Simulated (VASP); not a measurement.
# Hf in VASP: a series of runs

Runs on Hf. Level: PBE. Tasks: single point, relaxation of cell and atoms.

Program: VASP 6.6.1. These are calculated values, not measurements. Logs are shortened: lines on timing, memory, paths and dates and some standing lists are left out, and cuts for length are marked.

## 1. The cell of the first run

Symmetry: P-3m1, No. 164, trigonal system. The conventional cell has a = 3.149 Å, b = 3.149 Å, c = 7.846 Å, α = 90.00°, β = 90.00°, γ = 120.00°. Within 4.1 Å of Hf (site symmetry -3m) lie 12 Hf at 3.15 to 3.18 Å. Within 4.1 Å of Hf (site symmetry 3m) lie 12 Hf at 3.15 to 3.20 Å.

## 2. Single point, PBE

Contents of INCAR:

```
SYSTEM = Hf
PREC = Accurate
ENCUT = 520
EDIFF = 1E-6
ISMEAR = 0
SIGMA = 0.1
LREAL = .FALSE.
LASPH = .TRUE.
NELM = 80
ALGO = Fast
ISIF = 2
LWAVE = .FALSE.
LCHARG = .TRUE.
GGA = PE
LELF = .TRUE.
LVHAR = .TRUE.
NBANDS = 22
```

Contents of KPOINTS:

```
regular mesh
0
G
  6 6 2
  0 0 0
```

Contents of POSCAR:

```
Hf
1.0
    3.1491466267      0.0000000000      0.0000000000
   -1.5745733133      2.7272409789      0.0000000000
    0.0000000000      0.0000000000      7.8464185657
Hf
3
Direct
    0.0000000000      0.0000000000      0.0000000000
    0.6666666667      0.3333333333      0.6674687344
    0.3333333333      0.6666666667      0.3325312656
```

Potentials or basis: VASP PAW PBE potentials, release 64 (Hf_pv).

On the command line:

```console
> cat potpaw_PBE.64/Hf_pv/POTCAR > POTCAR
> mpirun -np 1 vasp_std > vasp.out
```

OUTCAR:

```text
SYSTEM = Hf
   PREC = Accurate
   ENCUT = 520
   EDIFF = 1E-6
   ISMEAR = 0
   LREAL = .FALSE.
   LASPH = .TRUE.
   NELM = 80
   ISIF = 2
   GGA = PE

 ion  position               nearest neighbor table
   1  0.000  0.000  0.000-   2 3.18   3 3.18   3 3.18   2 3.18   2 3.18   3 3.18
   2  0.667  0.333  0.667-   1 3.18   1 3.18   1 3.18   3 3.20   3 3.20   3 3.20
   3  0.333  0.667  0.333-   1 3.18   1 3.18   1 3.18   2 3.20   2 3.20   2 3.20

  LATTYP: Found a hexagonal cell.
 ALAT       =     3.1491466267
 C/A-ratio  =     2.4916015339

  Lattice vectors:

 A1 = (   3.1491466267,   0.0000000000,   0.0000000000)
 A2 = (  -1.5745733133,   2.7272409789,   0.0000000000)
 A3 = (   0.0000000000,   0.0000000000,   7.8464185657)

Analysis of symmetry for initial positions (statically):
=====================================================================
 Subroutine PRICEL returns:
 Original cell was already a primitive cell.

 Routine SETGRP: Setting up the symmetry group for a
 hexagonal supercell.

 Subroutine GETGRP returns: Found 12 space group operations
 (whereof 12 operations were pure point group operations)
 out of a pool of 24 trial point group operations.

The static configuration has the point symmetry D_3d.

Analysis of symmetry for dynamics (positions and initial velocities):
=====================================================================
 Subroutine PRICEL returns:
 Original cell was already a primitive cell.

 Routine SETGRP: Setting up the symmetry group for a
 hexagonal supercell.

 Subroutine GETGRP returns: Found 12 space group operations
 (whereof 12 operations were pure point group operations)
 out of a pool of 24 trial point group operations.

The dynamic configuration has the point symmetry D_3d.

 Subroutine INISYM returns: Found 12 space group operations
 (whereof 12 operations are pure point group operations),
 and found     1 'primitive' translations

----------------------------------------------------------------------------------------

                                     Primitive cell

  volume of cell :      67.3888

  direct lattice vectors                    reciprocal lattice vectors
     3.149146627  0.000000000  0.000000000     0.317546345  0.183335468  0.000000000
    -1.574573313  2.727240979  0.000000000     0.000000000  0.366670935  0.000000000
     0.000000000  0.000000000  7.846418566     0.000000000  0.000000000  0.127446680

  length of vectors
     3.149146627  3.149146627  7.846418566     0.366670935  0.366670935  0.127446680

  position of ions in fractional coordinates (direct lattice)
     0.000000000  0.000000000  0.000000000
     0.666666667  0.333333333  0.667468734
     0.333333333  0.666666667  0.332531266

  ion indices of the primitive-cell ions
   primitive index   ion index
                 1           1
                 2           2
                 3           3

----------------------------------------------------------------------------------------

 KPOINTS: regular mesh

Automatic generation of k-mesh.
 Grid dimensions read from file:
 generate k-points for:    6    6    2

 Generating k-lattice:

  Cartesian coordinates                     Fractional coordinates (reciprocal lattice)
     0.052924391  0.030555911  0.000000000     0.166666667  0.000000000  0.000000000
     0.000000000  0.061111823  0.000000000     0.000000000  0.166666667  0.000000000
     0.000000000  0.000000000  0.063723340     0.000000000  0.000000000  0.500000000

  Length of vectors
     0.061111823  0.061111823  0.063723340

  Shift w.r.t. Gamma in fractional coordinates (k-lattice)
     0.000000000  0.000000000  0.000000000

 Subroutine IBZKPT returns following result:
 ===========================================

 Found     14 irreducible k-points:

 Following reciprocal coordinates:
            Coordinates               Weight
  0.000000  0.000000  0.000000      1.000000
  0.166667  0.000000  0.000000      6.000000
  0.333333  0.000000  0.000000      6.000000
  0.500000 -0.000000  0.000000      3.000000
  0.166667  0.166667  0.000000      6.000000
  0.333333  0.166667  0.000000     12.000000
  0.333333  0.333333  0.000000      2.000000
  0.000000  0.000000  0.500000      1.000000
  0.166667  0.000000  0.500000      6.000000
  0.333333  0.000000  0.500000      6.000000
  0.500000 -0.000000  0.500000      3.000000
  0.166667  0.166667  0.500000      6.000000
  0.333333  0.166667  0.500000     12.000000
  0.333333  0.333333  0.500000      2.000000
   k-points           NKPTS =     14   k-points in BZ     NKDIM =     14   number of bands    NBANDS=     22
   number of dos      NEDOS =    301   number of ions     NIONS =      3
   total plane-waves  NPLWV =  34560
   dimension x,y,z NGX =    24 NGY =   24 NGZ =   60
   dimension x,y,z NGXF=    48 NGYF=   48 NGZF=  120
   ions per type =               3
   NGX,Y,Z   is equivalent  to a cutoff of  12.67, 12.67, 12.71 a.u.
   NGXF,Y,Z  is equivalent  to a cutoff of  25.34, 25.34, 25.42 a.u.
 SYSTEM =  Hf
   PREC   = accura    normal or accurate (medium, high low for compatibility)
   ISTART =      0    job   : 0-new  1-cont  2-samecut
   ICHARG =      2    charge: 1-file 2-atom 10-const
   ISPIN  =      1    spin polarized calculation?
   LNONCOLLINEAR =      F non collinear calculations
   LSORBIT =      F    spin-orbit coupling
   LASPH  =      T    aspherical Exc in radial PAW
   ENCUT  =  520.0 eV  38.22 Ry    6.18 a.u.   5.86  5.86 14.59*2*pi/ulx,y,z
   NELM   =     80;   NELMIN=  2; NELMDL= -5     # of ELM steps
   EDIFF  = 0.1E-05   stopping-criterion for ELM
   LREAL  =      F    real-space projection
   EDIFFG = 0.1E-04   stopping-criterion for IOM
   NSW    =      0    number of steps for IOM
   IBRION =     -1    ionic relax: 0-MD 1-quasi-New 2-CG
   NFREE  =      0    steps in history (QN), initial steepest desc. (CG)
   ISIF   =      2    stress and relaxation
   ISYM   =      2    0-nonsym 1-usesym 2-fastsym
   POTIM  = 0.5000    time-step for ionic-motion
   TEBEG  =    0.0;   TEEND  =   0.0 temperature during run
   PSTRESS=    0.0 pullay stress
   NELECT =      30.0000    total number of electrons
   NUPDOWN=      -1.0000    fix difference up-down
   EMIN   =  10.00;   EMAX   =-10.00  energy-range for DOS
   EFERMI =   0.00;   METHOD = LEGACY
   ISMEAR =     0;   SIGMA  =   0.10  broadening in eV -4-tet -1-fermi 0-gaus
   EFERMI_NEDOS =   21; number of points for ismear=-14 and -15
   IALGO  =     68    algorithm
   IMIX   =      4    mixing-type and parameters
     AMIX     =   0.40;   BMIX     =  1.00
     AMIX_MAG =   1.60;   BMIX_MAG =  1.00
  volume/ion in A,a.u.               =      22.46       151.59
  Fermi-wavevector in a.u.,A,eV,Ry     =   1.250027  2.362208 21.260012  1.562567
  Thomas-Fermi vector in A             =   2.384040
   LORBIT       =      0    0 simple, 1 ext, 2 COOP (PROOUT), +10 PAW based schemes
   GGA     = PE    functional components
   LHFCALC =     F    Hartree Fock is set to
   AEXX    =    0.0000 exact exchange contribution
   IVDW    =     0    specifies the selected vdW correction
   LEPSILON=     F    determine dielectric tensor
   LRPA    =     F    only Hartree local field effects (RPA)
 non-spin polarized calculation
 RMM-DIIS sequential band-by-band and
 Gauss-broadening in eV      SIGMA  =   0.10
  energy-cutoff  :      520.00
  volume of cell :       67.39
 maximum number of plane-waves:      1828
 NGX is ok and might be reduce to    24
   NGX = 11   NGY = 11   NGZ = 29

 number of electron      29.9999997 magnetization

 Free energy of the ion-electron system (eV)
  ---------------------------------------------------
  ext. energy  EPLUGINS =         0.00000000
  ---------------------------------------------------
  free energy    TOTEN  =       -29.55050434 eV

  energy without entropy =      -29.52803394  energy(sigma->0) =      -29.53926914

 E-fermi :   4.7244     XC(G=0): -11.2673

 val. band max:        4.7150889219   @ k =   0.3333   0.0000   0.5000
 cond. band min:       4.7742681110   @ k =   0.3333   0.0000   0.0000
 fundamental gap:      0.0591791891
 Fermi energy:         4.7244299113

 k-point     1 :       0.0000    0.0000    0.0000
  band No.  band energies     occupation
      1     -25.9505      2.00000
      2     -25.9439      2.00000
      3     -25.3712      2.00000
      4     -25.3712      2.00000
      5     -25.3685      2.00000
      6     -25.3685      2.00000
[... 14 lines left out ...]
     21       6.2769      0.00000
     22       8.8931      0.00000

 k-point     2 :       0.1667    0.0000    0.0000
  band No.  band energies     occupation
      1     -25.9279      2.00000
      2     -25.9147      2.00000
      3     -25.5379      2.00000
      4     -25.4842      2.00000
      5     -25.4737      2.00000
      6     -25.4377      2.00000
[... 14 lines left out ...]
     21       7.0908      0.00000
     22       8.1838      0.00000

 k-point     3 :       0.3333    0.0000    0.0000
  band No.  band energies     occupation
      1     -25.9802      2.00000
      2     -25.9504      2.00000
      3     -25.8427      2.00000
      4     -25.6877      2.00000
      5     -25.6235      2.00000
      6     -25.5350      2.00000
[... 14 lines left out ...]
     21       8.7505      0.00000
     22       9.3185      0.00000
[... 226 lines left out ...]
 k-point    13 :       0.3333    0.1667    0.5000
  band No.  band energies     occupation
      1     -26.0288      2.00000
      2     -25.9419      2.00000
      3     -25.9205      2.00000
      4     -25.7742      2.00000
      5     -25.6304      2.00000
      6     -25.5963      2.00000
[... 14 lines left out ...]
     21       8.3360      0.00000
     22       9.7645      0.00000

 k-point    14 :       0.3333    0.3333    0.5000
  band No.  band energies     occupation
      1     -25.9319      2.00000
      2     -25.9296      2.00000
      3     -25.9296      2.00000
      4     -25.7454      2.00000
      5     -25.7388      2.00000
      6     -25.7388      2.00000
[... 14 lines left out ...]
     21       7.4640      0.00000
     22      10.3689      0.00000

------------------------ aborting loop because EDIFF is reached ----------------------------------------

  FORCE on cell =-STRESS in cart. coord.  units (eV):
  Direction    XX          YY          ZZ          XY          YZ          ZX
  --------------------------------------------------------------------------------------
  -------------------------------------------------------------------------------------
  Total       -0.1487002     -0.1487002     -0.1404566     -0.0000000     -0.0000000     -0.0000000
  in kB       -3.5353659     -3.5353659     -3.3393717     -0.0000000     -0.0000000     -0.0000000
  external PRESSURE =      -3.4700345 kB  Pullay stress =       0.0000000 kB

 VOLUME and BASIS-vectors are now :
 -----------------------------------------------------------------------------
  energy-cutoff  :      520.00
  volume of cell :       67.39
      direct lattice vectors                 reciprocal lattice vectors
     3.149146627  0.000000000  0.000000000     0.317546345  0.183335468  0.000000000
    -1.574573313  2.727240979  0.000000000     0.000000000  0.366670935  0.000000000
     0.000000000  0.000000000  7.846418566     0.000000000  0.000000000  0.127446680

 POSITION                                       TOTAL-FORCE (eV/Angst)
 -----------------------------------------------------------------------------------
      0.00000      0.00000      0.00000        -0.000000      0.000000      0.000000
      1.57457      0.90908      5.23724        -0.000000      0.000000     -0.031272
     -0.00000      1.81816      2.60918         0.000000     -0.000000      0.031272
 -----------------------------------------------------------------------------------
    total drift:                                0.000000     -0.000000     -0.000000

  FREE ENERGIE OF THE ION-ELECTRON SYSTEM (eV)
  ---------------------------------------------------
  free  energy   TOTEN  =       -29.5505043443 eV

  energy  without entropy=      -29.5280339387  energy(sigma->0) =      -29.53926914
```

Wall time 12 s (1 thread of Intel Xeon 6975P-C (Granite Rapids), shared host); peak memory 0.18 GiB.

What came out:

```yaml
Free_energy: -29.5505 eV
Pressure: -0.3 GPa
Largest_force: 0.031 eV/Å
Band_gap_on_the_k_mesh: zero (bands 15 and 16 overlap by 1.31 eV)
```

Forces in eV/Å, atoms in the order of the input:
```
Hf   0.000  0.000  0.000
Hf   0.000  0.000 -0.031
Hf   0.000  0.000  0.031
```

Levels at points of the mesh, in eV from the Fermi level:
| k point | band 12 | band 13 | band 14 | band 15 | band 16 | band 17 | band 18 | band 19 |
| --- | --- | --- | --- | --- | --- | --- | --- | --- |
| (0.00, 0.00, 0.00) | -4.44 | -0.14 | -0.10 | 1.20 | 1.48 | 1.48 | 1.54 | 1.54 |
| (0.50, 0.00, 0.00) | -2.91 | -2.13 | -0.56 | -0.55 | 0.58 | 0.61 | 2.06 | 2.09 |
| (0.00, 0.00, 0.50) | -3.68 | 0.40 | 0.47 | 0.50 | 1.24 | 1.24 | 1.77 | 1.77 |
| (0.50, 0.00, 0.50) | -2.73 | -1.65 | -1.64 | 0.61 | 0.95 | 0.97 | 1.02 | 1.27 |

Caveat: the k points lie up to 0.40 Å⁻¹ apart, too coarse for converged energies and pressures of a metal; spin-orbit coupling is left out, which moves the levels of the heavy elements.

[end of part 1 of 2]
